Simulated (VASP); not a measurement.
## Ti4C4F: single point with r2SCAN

Ti4C4F, a slab with vacuum:

```
CELL_PARAMETERS angstrom
3.06036 0.00000 0.00000
-1.53018 2.65035 0.00000
0.00000 0.00000 27.74570
ATOMIC_POSITIONS crystal
C 0.33333 0.66667 0.30635
C 0.00000 0.00000 0.39641
C 0.66667 0.33333 0.48664
C 0.33333 0.66667 0.57932
Ti 0.66667 0.33333 0.35138
Ti 0.33333 0.66667 0.44144
Ti 0.00000 0.00000 0.52929
Ti 0.66667 0.33333 0.61632
F 0.66667 0.33333 0.67976
```

```yaml
Program: VASP 6.6.1
Task: single point
Functional: r2SCAN
Potentials_or_basis: VASP PAW PBE potentials, release 64 (C, Ti_sv, F)
Cutoff: 520 eV
k_mesh: 12 × 12 × 1
Occupations: gaussian, width 0.1 eV
Spin: no spin polarisation
```

```yaml
Largest_force: 1.068 eV/Å
Band_gap_on_the_k_mesh: zero (an odd number of electrons rules out a gap without spin polarisation)
```

Forces on the atoms (eV/Å):
```
C    0.000  0.000  1.068
C    0.000  0.000 -0.365
C    0.000  0.000 -0.007
C    0.000  0.000 -0.035
Ti   0.000  0.000 -0.795
Ti   0.000  0.000  0.037
Ti   0.000  0.000  0.022
Ti   0.000  0.000 -0.202
F    0.000  0.000  0.277
```

Levels at points of the mesh, in eV from the Fermi level:
```tsv
k point	band 33	band 34	band 35	band 36	band 37	band 38	band 39	band 40
(0.00, 0.00, 0.00)	-1.33	-0.15	0.39	0.39	1.02	1.02	1.61	1.61
(0.50, 0.00, 0.00)	-2.09	-1.48	-1.38	0.27	0.41	1.39	1.97	2.40
```

It took 13 min on 1 thread of Intel(R) Xeon(R) 6975P-C (Granite Rapids) (shared host), peak memory 0.48 GiB.

Caveat: the PAW data sets were made with another functional, which shifts forces and pressure a little; an odd number of electrons without spin polarisation forces a metal; a magnetic or distorted state may lie lower.
